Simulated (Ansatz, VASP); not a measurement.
**One calculation of CuAu, two programs**

```
Cu Au
1.0
     2.74284    0.00000    0.00000
     0.00000    2.74284    0.00000
     0.00000    0.00000    3.59508
Cu Au
1 1
Direct
  0.50000 0.50000 0.50000
  0.00000 0.00000 0.00000
```

Change from the starting cell: volume scaled by 0.94, PAW files.

Alike in both runs: task electric field gradients; functional PBEsol; k mesh 13 × 13 × 10; occupations fermi-dirac, width 0.05 eV; no spin polarisation.

```csv
,VASP,Ansatz
version,VASP 6.6.1,Ansatz 0.2.0
potentials or method,"VASP PAW PBE potentials, release 64 (Cu, Au)","PAW with Ansatz's default frozen-core files, scalar-relativistic"
plane-wave cutoff (eV),520,420
valence electrons in the cell,22,38
```

Ansatz gave:

| Quantity | Value |
| --- | --- |
| pressure (GPa) | 9.8 |
| traceless stress, the component that is largest in VASP (GPa) | -0.31 |
| size of Vzz on the site where it differs most (V/Å²) | 63.6 |

What did VASP give for the same quantities?

Pressure (GPa): 9.8; traceless stress, the component that is largest in VASP (GPa): -0.20; size of Vzz on the site where it differs most (V/Å²): 96.4.

VASP's potentials were made for PBE, not for PBEsol. The functional is the same, so the differences come from potentials, cutoffs and numerics. VASP's potentials hold 22 valence electrons a cell and Ansatz's 38, so a difference there can come from the potentials and not from the codes.

Spin-orbit coupling is off throughout.
